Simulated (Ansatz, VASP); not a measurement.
# Ti6H in VASP and in Ansatz

```
Ti H
1.0
     2.83217    0.00000    0.00000
     0.00000    4.57954    0.00000
     0.00000    0.00000   23.55109
Ti H
6 1
Direct
  0.50000 0.00000 0.16984
  0.00000 0.50000 0.22598
  0.50000 0.00000 0.28211
  0.50000 0.50000 0.33949
  0.00000 0.00000 0.39402
  0.50000 0.50000 0.44801
  0.87500 0.87500 0.53590
```

Alike in both runs: task single point; functional PBE; k mesh 9 × 6 × 1; occupations gaussian, width 0.1 eV; no spin polarisation.

```csv
,VASP,Ansatz
version,VASP 6.6.1,Ansatz 0.2.0
potentials or method,"VASP PAW PBE potentials, release 64 (Ti_sv, H), cutoff 520 eV","scalar-relativistic, plane waves, PAW"
valence electrons in the cell,73,73
```

|  | VASP | Ansatz | Ansatz less VASP |
| --- | --- | --- | --- |
| gap on the k mesh at the Fermi level (eV) | none | none | - |
| rms of the force components (eV/Å) | 0.451 | 0.452 | +0.0007 |

Atom by atom the forces differ by 0.004 eV/Å (rms over components). A gap of «none» marks a metal or a gap that the smearing closes.
